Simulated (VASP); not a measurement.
Here is a VASP 6.6.1 calculation.

The input INCAR:

```
SYSTEM = LiF
ALGO = Normal
EDIFF = 1E-6
ENCUT = 520
GGA = PE
ISIF = 2
ISMEAR = -1
LASPH = .True.
LCHARG = .False.
LREAL = .False.
LWAVE = .False.
NBANDS = 12
NELM = 80
PREC = Accurate
SIGMA = 0.02
```

Contents of KPOINTS:

```
k-points
0
Gamma
  10 10 10
  0 0 0
```

POSCAR

```
LiF
1.0
    0.0000000000      1.9948717404      2.0547178926
    1.9948717404      0.0000000000      2.0547178926
    1.9948717404      1.9948717404      0.0000000000
Li F
1 1
Direct
    0.0000000000      0.0000000000      0.0000000000
    0.5000000000      0.5000000000      0.5000000000
```

Potentials or basis: VASP PAW PBE potentials, release 64 (Li_sv, F).

Run with:

```sh
$ cat potpaw_PBE.64/Li_sv/POTCAR potpaw_PBE.64/F/POTCAR > POTCAR
$ mpirun -np 1 vasp_std > vasp.out
```

Question: Estimate the band gap on the k mesh.

Answer: 9.04 eV, direct.

Caveat: the cell differs from its parent crystal (uniaxial z strain +3.0%). A k mesh can miss the band edges.
